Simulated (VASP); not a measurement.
# PbS: relaxation of cell and atoms with RPBE+D4

Crystal: PbS.

```
CELL_PARAMETERS angstrom
4.08970 0.00000 0.00000
-2.04485 3.54178 0.00000
0.00000 0.00000 3.78817
ATOMIC_POSITIONS crystal
Pb 0.00000 0.00000 0.00000
S 0.66667 0.33333 0.50000
```

```json
{
 "Program": "VASP 6.6.1",
 "Task": "relaxation of cell and atoms",
 "Functional": "RPBE",
 "Dispersion": "D4",
 "Potentials or basis": "VASP PAW PBE potentials, release 64 (Pb_d, S)",
 "Cutoff": "600 eV",
 "k mesh": "8 × 8 × 7",
 "Occupations": "fermi-dirac, width 0.05 eV",
 "Spin": "no spin polarisation",
 "Dipole correction": "no",
 "Further INCAR settings": "ALGO = Normal; EDIFF = 1e-06; IBRION = 2; EDIFFG = -0.01; NSW = 60; ISIF = 3"
}
```

```json
{"Relaxed volume": "26.35 Å³/atom", "Relaxed cell": "a = 4.012 Å, b = 4.012 Å, c = 3.781 Å, α = 90.00°, β = 90.00°, γ = 120.00°", "Space group after relaxing (to 0.1 Å)": "P-6m2 (No. 187)", "Energy gained by relaxing": "6.4 meV/atom", "Ionic steps": "5", "Pressure after relaxing": "0.0 GPa", "Band gap on the k mesh": "0.10 eV (least direct gap 1.75 eV)", "Dispersion energy per atom": "-0.705 eV"}
```

Step by step:
| step | energy change (eV) | largest force (eV/Å) | pressure (GPa) | volume (Å³) |
| --- | --- | --- | --- | --- |
| 1 | 0.0000 | 0.0000 | -1.68 | 54.87 |
| 2 | -0.0112 | 0.0000 | 0.29 | 52.61 |
| 3 | -0.0113 | 0.0000 | 0.07 | 52.84 |
| 4 | -0.0125 | 0.0000 | 0.01 | 52.77 |
| 5 | -0.0128 | 0.0000 | -0.02 | 52.70 |

Final structure:
```cif
data_structure
_symmetry_space_group_name_H-M 'P 1'
_symmetry_Int_Tables_number 1
_cell_length_a 4.0121
_cell_length_b 4.0121
_cell_length_c 3.7805
_cell_angle_alpha 90.000
_cell_angle_beta 90.000
_cell_angle_gamma 120.000
_cell_volume 52.70
loop_
_atom_site_label
_atom_site_type_symbol
_atom_site_fract_x
_atom_site_fract_y
_atom_site_fract_z
_atom_site_occupancy
Pb1 Pb 0.00000 0.00000 0.00000 1
S1 S 0.66667 0.33333 0.50000 1
```

Levels at points of the mesh, in eV from the valence-band top:
| k point | band 7 | band 8 | band 9 | band 10 | band 11 | band 12 | band 13 | band 14 |
| --- | --- | --- | --- | --- | --- | --- | --- | --- |
| (0.00, 0.00, 0.00) | -6.28 | -2.36 | -1.67 | -1.67 | 3.70 | 3.70 | 5.24 | 6.81 |
| (0.50, 0.00, 0.00) | -8.47 | -2.73 | -1.75 | -1.30 | 1.98 | 3.96 | 5.42 | 5.54 |

It took 44 s on 1 thread of Intel(R) Xeon(R) 6975P-C (Granite Rapids), with other jobs on the host, peak memory 0.22 GiB.

Caveat: the PAW data sets were made with another functional, which shifts forces and pressure a little; spin-orbit coupling is left out, which moves the levels of the heavy elements; an odd mesh through Γ misses points on the zone boundary, where band edges can lie.
